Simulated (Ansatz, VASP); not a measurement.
One calculation of Te, two programs

```
Te
1.0
     2.33399    1.34753    1.87185
    -2.33399    1.34753    1.87185
     0.00000   -2.69505    1.87185
Te
1
Direct
  0.50000 0.50000 0.50000
```

Alike in both runs: task single point; functional PBE; k mesh 15 × 15 × 15; occupations gaussian, width 0.15 eV; no spin polarisation.

|  | VASP | Ansatz |
| --- | --- | --- |
| version | VASP 6.6.1 | Ansatz 0.2.0 |
| potentials or method | VASP PAW PBE potentials, release 64 (Te), cutoff 520 eV | scalar-relativistic, plane waves, PAW |
| valence electrons in the cell | 6 | 16 |

```csv
,VASP,Ansatz,Ansatz less VASP
gap on the k mesh at the Fermi level (eV),none,none,-
pressure (GPa),-3.2,-3.2,+0.04
"traceless stress, the component that is largest in VASP (GPa)",0.14,0.14,0.000
```

A gap of «none» marks a metal or a gap that the smearing closes. VASP's potentials hold 6 valence electrons a cell and Ansatz's 16, so a difference there can come from the potentials and not from the codes.

Spin-orbit coupling is off throughout.
